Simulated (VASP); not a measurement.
# InP (I-4m2) in VASP: further runs

Runs on InP. Level: PBEsol. Tasks: single point.

All numbers are computed with VASP 6.6.1; they aren't measurements. Logs are shortened: lines on timing, memory, paths and dates and some standing lists are left out, and cuts for length are marked.

**1. The cell of the first run**

Symmetry: I-4m2, No. 119, tetragonal system. The conventional cell has a = 4.178 Å, b = 4.178 Å, c = 5.861 Å, α = 90.00°, β = 90.00°, γ = 90.00°. In (site symmetry -4m2) has 4 P at 2.55 Å within 3.4 Å. P (site symmetry -4m2) has 4 In at 2.55 Å within 3.4 Å.

**2. Single point, PBEsol (in-plane strain +0.005)**

INCAR reads:

```
PREC = Accurate
ENCUT = 520
EDIFF = 1E-6
ISMEAR = 0
SIGMA = 0.01
LREAL = False
LASPH = True
NELM = 100
ALGO = Normal
ISIF = 2
LWAVE = False
LCHARG = False
GGA = PS
NBANDS = 16
```

KPOINTS reads:

```
Automatic mesh
0
Gamma
  8 8 8
```

POSCAR reads:

```
InP
1.0
    2.9539785699      2.9539785699      0.0000000000
   -2.9539785699      2.9539785699      0.0000000000
    0.0000000000      2.9539785699      2.9304643126
In P
1 1
Direct
    0.0000000000      0.0000000000      0.0000000000
    0.7500000000      0.2500000000      0.5000000000
```

Potentials or basis: VASP PAW PBE potentials, release 64 (In_d, P).

Command:

```sh
cat potpaw_PBE.64/In_d/POTCAR potpaw_PBE.64/P/POTCAR > POTCAR
mpirun -np 1 vasp_std > vasp.out
```

OUTCAR:

```text
PREC = Accurate
   ENCUT = 520
   EDIFF = 1E-6
   ISMEAR = 0
   LREAL = False
   LASPH = True
   NELM = 100
   ISIF = 2
   GGA = PS

 ion  position               nearest neighbor table
   1  0.000  0.000  0.000-   2 2.55   2 2.55   2 2.55   2 2.55
   2  0.750  0.250  0.500-   1 2.55   1 2.55   1 2.55   1 2.55

  LATTYP: Found a body centered tetragonal cell.
 ALAT       =     4.1775565565
 C/A-ratio  =     1.4029561410

  Lattice vectors:

 A1 = (   2.9539785699,   0.0000000000,  -2.9304643126)
 A2 = (  -2.9539785699,   0.0000000000,  -2.9304643126)
 A3 = (   0.0000000000,   2.9539785699,   2.9304643126)

Analysis of symmetry for initial positions (statically):
=====================================================================
 Subroutine PRICEL returns:
 Original cell was already a primitive cell.

 Routine SETGRP: Setting up the symmetry group for a
 body centered tetragonal supercell.

 Subroutine GETGRP returns: Found  8 space group operations
 (whereof  8 operations were pure point group operations)
 out of a pool of 16 trial point group operations.

The static configuration has the point symmetry D_2d.

Analysis of symmetry for dynamics (positions and initial velocities):
=====================================================================
 Subroutine PRICEL returns:
 Original cell was already a primitive cell.

 Routine SETGRP: Setting up the symmetry group for a
 body centered tetragonal supercell.

 Subroutine GETGRP returns: Found  8 space group operations
 (whereof  8 operations were pure point group operations)
 out of a pool of 16 trial point group operations.

The dynamic configuration has the point symmetry D_2d.

 Subroutine INISYM returns: Found  8 space group operations
 (whereof  8 operations are pure point group operations),
 and found     1 'primitive' translations

----------------------------------------------------------------------------------------

                                     Primitive cell

  volume of cell :      51.1424

  direct lattice vectors                    reciprocal lattice vectors
     2.953978570  2.953978570  0.000000000     0.169263246  0.169263246 -0.170621426
    -2.953978570  2.953978570  0.000000000    -0.169263246  0.169263246 -0.170621426
     0.000000000  2.953978570  2.930464313     0.000000000  0.000000000  0.341242852

  length of vectors
     4.177556557  4.177556557  4.160962687     0.293958779  0.293958779  0.341242852

  position of ions in fractional coordinates (direct lattice)
     0.000000000  0.000000000  0.000000000
     0.750000000  0.250000000  0.500000000

  ion indices of the primitive-cell ions
   primitive index   ion index
                 1           1
                 2           2

----------------------------------------------------------------------------------------

 KPOINTS: Automatic mesh

Automatic generation of k-mesh.
 Grid dimensions read from file:
 generate k-points for:    8    8    8

 Generating k-lattice:

  Cartesian coordinates                     Fractional coordinates (reciprocal lattice)
     0.021157906  0.021157906 -0.021327678     0.125000000  0.000000000  0.000000000
    -0.021157906  0.021157906 -0.021327678     0.000000000  0.125000000  0.000000000
     0.000000000  0.000000000  0.042655357     0.000000000  0.000000000  0.125000000

  Length of vectors
     0.036744847  0.036744847  0.042655357

  Shift w.r.t. Gamma in fractional coordinates (k-lattice)
     0.000000000  0.000000000  0.000000000

 Subroutine IBZKPT returns following result:
 ===========================================

 Found     59 irreducible k-points:

 Following reciprocal coordinates:
            Coordinates               Weight
  0.000000  0.000000  0.000000      1.000000
  0.125000  0.000000  0.000000      8.000000
  0.250000  0.000000  0.000000      8.000000
  0.375000  0.000000  0.000000      8.000000
  0.500000  0.000000  0.000000      4.000000
  0.125000  0.125000  0.000000      8.000000
[... 16 lines left out ...]
  0.250000  0.000000  0.125000      4.000000
  0.375000  0.000000  0.125000      8.000000
 [... further k-points ...]
   k-points           NKPTS =     59   k-points in BZ     NKDIM =     59   number of bands    NBANDS=     16
   number of dos      NEDOS =    301   number of ions     NIONS =      2
   total plane-waves  NPLWV =  32768
   dimension x,y,z NGX =    32 NGY =   32 NGZ =   32
   dimension x,y,z NGXF=    64 NGYF=   64 NGZF=   64
   ions per type =               1   1
   NGX,Y,Z   is equivalent  to a cutoff of  12.73, 12.73, 12.79 a.u.
   NGXF,Y,Z  is equivalent  to a cutoff of  25.47, 25.47, 25.57 a.u.
 SYSTEM =  unknown system
   PREC   = accura    normal or accurate (medium, high low for compatibility)
   ISTART =      0    job   : 0-new  1-cont  2-samecut
   ICHARG =      2    charge: 1-file 2-atom 10-const
   ISPIN  =      1    spin polarized calculation?
   LNONCOLLINEAR =      F non collinear calculations
   LSORBIT =      F    spin-orbit coupling
   LASPH  =      T    aspherical Exc in radial PAW
   ENCUT  =  520.0 eV  38.22 Ry    6.18 a.u.   7.77  7.77  7.74*2*pi/ulx,y,z
   NELM   =    100;   NELMIN=  2; NELMDL= -5     # of ELM steps
   EDIFF  = 0.1E-05   stopping-criterion for ELM
   LREAL  =      F    real-space projection
[... 7 lines left out ...]
   TEBEG  =    0.0;   TEEND  =   0.0 temperature during run
   PSTRESS=    0.0 pullay stress
   NELECT =      18.0000    total number of electrons
   NUPDOWN=      -1.0000    fix difference up-down
   EMIN   =  10.00;   EMAX   =-10.00  energy-range for DOS
   EFERMI =   0.00;   METHOD = LEGACY
   ISMEAR =     0;   SIGMA  =   0.01  broadening in eV -4-tet -1-fermi 0-gaus
   EFERMI_NEDOS =   21; number of points for ismear=-14 and -15
   IALGO  =     38    algorithm
   IMIX   =      4    mixing-type and parameters
     AMIX     =   0.40;   BMIX     =  1.00
     AMIX_MAG =   1.60;   BMIX_MAG =  1.00
  volume/ion in A,a.u.               =      25.57       172.56
  Fermi-wavevector in a.u.,A,eV,Ry     =   1.155860  2.184259 18.177556  1.336013
  Thomas-Fermi vector in A             =   2.292485
   LORBIT       =      0    0 simple, 1 ext, 2 COOP (PROOUT), +10 PAW based schemes
   GGA     = PS    functional components
   LHFCALC =     F    Hartree Fock is set to
   AEXX    =    0.0000 exact exchange contribution
   IVDW    =     0    specifies the selected vdW correction
   LEPSILON=     F    determine dielectric tensor
   LRPA    =     F    only Hartree local field effects (RPA)
 non-spin polarized calculation
 Gauss-broadening in eV      SIGMA  =   0.01
  energy-cutoff  :      520.00
  volume of cell :       51.14
 maximum number of plane-waves:      1395
   NGX = 15   NGY = 15   NGZ = 15

 number of electron      18.0000008 magnetization

 Free energy of the ion-electron system (eV)
  ---------------------------------------------------
  ext. energy  EPLUGINS =         0.00000000
  ---------------------------------------------------
  free energy    TOTEN  =        -9.15403640 eV

  energy without entropy =       -9.15403640  energy(sigma->0) =       -9.15403640

 E-fermi :   5.0628     XC(G=0):  -9.4090

 val. band max:        4.9433892731   @ k =   0.0000   0.0000   0.0000
 cond. band min:       5.4474583260   @ k =   0.0000   0.0000   0.0000
 fundamental gap:      0.5040690529
 Fermi energy:         5.0627784583

 k-point     1 :       0.0000    0.0000    0.0000
  band No.  band energies     occupation
      1      -9.2001      2.00000
      2      -9.2001      2.00000
      3      -9.1968      2.00000
      4      -9.0527      2.00000
      5      -9.0519      2.00000
      6      -6.5203      2.00000
[... 8 lines left out ...]
     15      14.2608      0.00000
     16      14.3828      0.00000

 k-point     2 :       0.1250    0.0000    0.0000
  band No.  band energies     occupation
      1      -9.2172      2.00000
      2      -9.1929      2.00000
      3      -9.1907      2.00000
      4      -9.0528      2.00000
      5      -9.0517      2.00000
      6      -6.3446      2.00000
[... 8 lines left out ...]
     15      13.6973      0.00000
     16      13.9992      0.00000

 k-point     3 :       0.2500    0.0000    0.0000
  band No.  band energies     occupation
      1      -9.2587      2.00000
      2      -9.1775      2.00000
      3      -9.1755      2.00000
      4      -9.0507      2.00000
      5      -9.0489      2.00000
      6      -5.8538      2.00000
[... 8 lines left out ...]
     15      13.4386      0.00000
     16      13.8305      0.00000

 k-point     4 :       0.3750    0.0000    0.0000
  band No.  band energies     occupation
      1      -9.2977      2.00000
      2      -9.1660      2.00000
      3      -9.1640      2.00000
      4      -9.0447      2.00000
      5      -9.0420      2.00000
      6      -5.1968      2.00000
[... 8 lines left out ...]
     15      14.3428      0.00000
     16      14.3626      0.00000

 k-point     5 :       0.5000    0.0000    0.0000
  band No.  band energies     occupation
      1      -9.3133      2.00000
      2      -9.1626      2.00000
      3      -9.1605      2.00000
      4      -9.0409      2.00000
      5      -9.0378      2.00000
      6      -4.8226      2.00000
[... 8 lines left out ...]
     15      15.4621      0.00000
     16      15.5160      0.00000

 k-point     6 :       0.1250    0.1250    0.0000
  band No.  band energies     occupation
      1      -9.2441      2.00000
      2      -9.1831      2.00000
      3      -9.1778      2.00000
      4      -9.0567      2.00000
      5      -9.0472      2.00000
      6      -6.0624      2.00000
[... 8 lines left out ...]
     15      13.7365      0.00000
     16      14.9778      0.00000
[... 267 lines left out ...]
 k-point    21 :       0.5000    0.5000    0.0000
  band No.  band energies     occupation
      1      -9.3773      2.00000
      2      -9.1009      2.00000
      3      -9.0989      2.00000
      4      -9.0976      2.00000
      5      -9.0192      2.00000
      6      -4.1856      2.00000
[... 8 lines left out ...]
     15      15.6829      0.00000
     16      16.6271      0.00000

 k-point    22 :       0.0000    0.0000    0.1250
  band No.  band energies     occupation
      1      -9.2287      2.00000
      2      -9.1858      2.00000
      3      -9.1858      2.00000
      4      -9.0588      2.00000
      5      -9.0468      2.00000
      6      -6.2844      2.00000
[... 8 lines left out ...]
     15      14.4075      0.00000
     16      14.4288      0.00000

 k-point    23 :       0.2500    0.0000    0.1250
  band No.  band energies     occupation
      1      -9.2447      2.00000
      2      -9.1846      2.00000
      3      -9.1754      2.00000
      4      -9.0556      2.00000
      5      -9.0482      2.00000
      6      -6.0654      2.00000
[... 8 lines left out ...]
     15      13.7027      0.00000
     16      15.0105      0.00000

 k-point    24 :       0.3750    0.0000    0.1250
  band No.  band energies     occupation
      1      -9.2820      2.00000
      2      -9.1681      2.00000
      3      -9.1631      2.00000
      4      -9.0539      2.00000
      5      -9.0449      2.00000
      6      -5.5084      2.00000
[... 8 lines left out ...]
     15      14.4153      0.00000
     16      15.1633      0.00000

 [... further k-points ...]
[... 5 lines left out ...]
  --------------------------------------------------------------------------------------
  -------------------------------------------------------------------------------------
  Total       -0.1914509     -0.1914509     -0.0854834      0.0000000      0.0000000      0.0000000
  in kB       -5.9977290     -5.9977290     -2.6780054      0.0000000      0.0000000      0.0000000
  external PRESSURE =      -4.8911545 kB  Pullay stress =       0.0000000 kB

 VOLUME and BASIS-vectors are now :
 -----------------------------------------------------------------------------
  energy-cutoff  :      520.00
  volume of cell :       51.14
      direct lattice vectors                 reciprocal lattice vectors
     2.953978570  2.953978570  0.000000000     0.169263246  0.169263246 -0.170621426
    -2.953978570  2.953978570  0.000000000    -0.169263246  0.169263246 -0.170621426
     0.000000000  2.953978570  2.930464313     0.000000000  0.000000000  0.341242852

 POSITION                                       TOTAL-FORCE (eV/Angst)
 -----------------------------------------------------------------------------------
      0.00000      0.00000      0.00000         0.000000     -0.000000      0.000000
      1.47699      4.43097      1.46523        -0.000000      0.000000      0.000000
 -----------------------------------------------------------------------------------
    total drift:                                0.000000     -0.000000      0.000000

  FREE ENERGIE OF THE ION-ELECTRON SYSTEM (eV)
  ---------------------------------------------------
  free  energy   TOTEN  =        -9.1540363956 eV

  energy  without entropy=       -9.1540363956  energy(sigma->0) =       -9.15403640
```

It took 58 s on 1 thread of Intel Xeon 8259CL, shared host; peak memory 0.2 GiB.

Results:

* Free energy: -9.1540 eV
* Pressure: -0.5 GPa
* Band gap on the k mesh: 0.50 eV, direct

Caveat: the cell differs from its parent crystal (in-plane strain +0.005); the PAW data sets were made with another functional, which shifts forces and pressure a little; spin-orbit coupling is left out, which moves the levels of the heavy elements.

**3. Single point, PBEsol (in-plane strain +0.01, then relaxed in part)**

INCAR reads:

```
ALGO = Normal
EDIFF = 1E-6
ENCUT = 520
GGA = PS
ISIF = 2
ISMEAR = 0
LASPH = T
LCHARG = F
LREAL = F
LWAVE = F
NBANDS = 16
NELM = 80
PREC = Accurate
SIGMA = 0.01
```

KPOINTS reads:

```
k-points
0
Gamma
  8 8 8
```

POSCAR reads:

```
InP
1.0
    2.9686749807      2.9686749807      0.0000000000
   -2.9686749807      2.9686749807      0.0000000000
    0.0000000000      2.9686749807      2.9060216331
In P
1 1
Direct
    0.0000000000      0.0000000000      0.0000000000
    0.7500000000      0.2500000000      0.5000000000
```

Potentials or basis: VASP PAW PBE potentials, release 64 (In_d, P).

Command:

```sh
cat potpaw_PBE.64/In_d/POTCAR potpaw_PBE.64/P/POTCAR > POTCAR
mpirun -np 1 vasp_std > vasp.out
```

Run time: 58 s. Hardware: 1 thread of Intel Xeon 8259CL, shared host; peak memory 0.2 GiB.

Results (log left out):

```yaml
Free_energy: -9.1521 eV
Pressure: -0.6 GPa
Band_gap_on_the_k_mesh: 0.45 eV, direct
```

Stress tensor (GPa, compression positive):
```
-0.89  0.00  0.00
 0.00 -0.89  0.00
 0.00  0.00 -0.02
```

Levels at points of the mesh, in eV from the valence-band top:
| k point | band 6 | band 7 | band 8 | band 9 | band 10 | band 11 | band 12 | band 13 |
| --- | --- | --- | --- | --- | --- | --- | --- | --- |
| (0.00, 0.00, 0.00) | -11.49 | -0.10 | -0.10 | 0.00 | 0.45 | 3.93 | 3.97 | 3.97 |
| (0.50, 0.00, 0.00) | -9.80 | -5.77 | -1.09 | -0.96 | 1.29 | 4.60 | 4.75 | 6.85 |
| (0.50, 0.50, 0.00) | -9.18 | -5.85 | -2.32 | -2.31 | 1.64 | 2.17 | 8.85 | 9.27 |
| (0.00, 0.00, 0.50) | -9.11 | -5.72 | -2.44 | -2.44 | 1.52 | 1.98 | 9.05 | 9.34 |

Caveat: the cell differs from its parent crystal (in-plane strain +0.01, then relaxed in part); the PAW data sets were made with another functional, which shifts forces and pressure a little; spin-orbit coupling is left out, which moves the levels of the heavy elements.

**4. Single point, PBEsol (in-plane strain +0.01)**

INCAR reads:

```
SYSTEM = InP
ALGO = Normal
EDIFF = 1E-6
ENCUT = 520
GGA = PS
ISIF = 2
ISMEAR = 0
LASPH = .TRUE.
LCHARG = .FALSE.
LREAL = .FALSE.
LWAVE = .FALSE.
NBANDS = 16
NELM = 80
PREC = Accurate
SIGMA = 0.01
```

KPOINTS reads:

```
k-points
0
G
  8 8 8
  0 0 0
```

POSCAR, as its differences from that of step 3:

```diff
@@ -4,3 +4,3 @@
    -2.9686749807      2.9686749807      0.0000000000
-    0.0000000000      2.9686749807      2.9060216331
+    0.0000000000      2.9686749807      2.9216464662
 In P
```

Command:

```sh
cat potpaw_PBE.64/In_d/POTCAR potpaw_PBE.64/P/POTCAR > POTCAR
mpirun -np 1 vasp_std > vasp.out
```

It took 51 s on 1 thread of Intel Xeon 8259CL, shared host; peak memory 0.2 GiB.

The run converged. Its results:

```yaml
Free_energy: -9.1517 eV
Pressure: -0.9 GPa
Band_gap_on_the_k_mesh: 0.44 eV, direct
```

Stress tensor (GPa, compression positive):
```
-1.15  0.00  0.00
 0.00 -1.15  0.00
 0.00  0.00 -0.50
```

Levels at points of the mesh, in eV from the valence-band top:
```csv
k point,band 5,band 6,band 7,band 8,band 9,band 10,band 11,band 12,band 13,band 14
"(0.00, 0.00, 0.00)",-14.01,-11.44,-0.07,-0.07,0.00,0.44,3.95,3.98,3.98,8.20
"(0.50, 0.00, 0.00)",-13.99,-9.77,-5.73,-1.05,-0.95,1.29,4.63,4.74,6.86,9.15
"(0.50, 0.50, 0.00)",-13.98,-9.14,-5.80,-2.30,-2.29,1.65,2.17,8.85,9.27,9.37
"(0.00, 0.00, 0.50)",-13.97,-9.09,-5.70,-2.38,-2.38,1.57,2.02,9.00,9.32,9.32
```

Caveat: the cell differs from its parent crystal (in-plane strain +0.01); the PAW data sets were made with another functional, which shifts forces and pressure a little; spin-orbit coupling is left out, which moves the levels of the heavy elements.

**5. Overview**

```tsv
cell	gap on the mesh (eV)	pressure (GPa)
a = 4.178, b = 4.178, c = 4.161 Å, angles 59.9, 59.9, 90.0°, 2 atoms	0.50	-0.5
a = 4.198, b = 4.198, c = 4.154 Å, angles 59.6, 59.6, 90.0°, 2 atoms	0.45	-0.6
a = 4.198, b = 4.198, c = 4.165 Å, angles 59.7, 59.7, 90.0°, 2 atoms	0.44	-0.9
```

Alike in all rows: task single point; level PBEsol; potentials or basis VASP PAW PBE potentials, release 64 (In_d, P); no spin polarisation; k mesh 8 × 8 × 8; cutoff (eV) 520; smearing gaussian 0.01 eV.

Caveats: the PAW data sets were made with another functional, which shifts forces and pressure a little; spin-orbit coupling is left out, which moves the levels of the heavy elements.

Total energies depend on the potentials used, so only differences within one code and one set of settings carry meaning.
